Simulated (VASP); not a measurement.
C: single point with PBEsol+D3(BJ)

Crystal: C.

```
C
1.0
     2.45801   -0.09218    0.00000
    -1.30883    2.17479    0.00000
     0.00000    0.00000    6.92551
C
4
Direct
  0.00000 0.00000 0.00250
  0.00000 0.00000 0.50250
  0.33333 0.66667 0.00250
  0.66667 0.33333 0.50250
```

This cell differs from its parent crystal: engineering shear strain xy -0.0750, normal strain along z +0.0525.

* Program: VASP 6.6.1
* Task: single point
* Functional: PBEsol
* Dispersion: D3(BJ)
* Potentials or basis: VASP PAW PBE potentials, release 64 (C)
* Cutoff: 520 eV
* k mesh: 18 × 18 × 6
* Occupations: gaussian, width 0.15 eV
* Spin: no spin polarisation
* Dipole correction: no
* Further INCAR settings: ALGO = Normal; EDIFF = 1e-06; NBANDS = 16

| Property | Result |
| --- | --- |
| Pressure | 2.5 GPa |
| Largest force | 1.001 eV/Å |
| Band gap on the k mesh | 0.38 eV, direct |
| Dispersion energy per atom | -0.106 eV |

Forces in eV/Å, atoms in the order of the input:
```
C    0.979  0.180  0.000
C   -0.979 -0.180  0.000
C   -0.985 -0.179  0.000
C    0.985  0.179  0.000
```

Stress tensor (GPa, compression positive):
```
 4.54 33.91  0.00
33.91  4.22  0.00
 0.00  0.00 -1.39
```

Levels at points of the mesh, in eV from the valence-band top:
```tsv
k point	band 5	band 6	band 7	band 8	band 9	band 10	band 11	band 12
(0.00, 0.00, 0.00)	-3.06	-3.05	-2.69	-2.68	3.88	7.37	7.42	9.09
(0.50, 0.00, 0.00)	-6.99	-6.95	-2.03	-1.45	1.54	2.03	5.89	6.21
(0.00, 0.50, 0.00)	-6.27	-6.23	-2.62	-2.04	1.59	2.22	7.45	7.77
(0.50, 0.50, 0.00)	-5.56	-5.53	-3.19	-2.60	1.53	2.29	9.02	9.33
(0.00, 0.00, 0.50)	-3.06	-3.06	-2.68	-2.68	6.29	6.29	7.39	7.39
(0.50, 0.00, 0.50)	-6.97	-6.97	-1.69	-1.69	1.64	1.64	6.05	6.05
(0.00, 0.50, 0.50)	-6.25	-6.25	-2.28	-2.28	1.75	1.75	7.61	7.61
(0.50, 0.50, 0.50)	-5.55	-5.55	-2.85	-2.85	1.74	1.74	9.18	9.18
```

Run time: 7.3 min on 1 thread of AMD EPYC 7R43 64-Core Processor (Zen 3), on a shared host, peak memory 0.33 GiB.

Caveat: the cell differs from its parent crystal (engineering shear strain xy -0.0750, normal strain along z +0.0525); the PAW data sets were made with another functional, which shifts forces and pressure a little. A k mesh can miss the band edges.
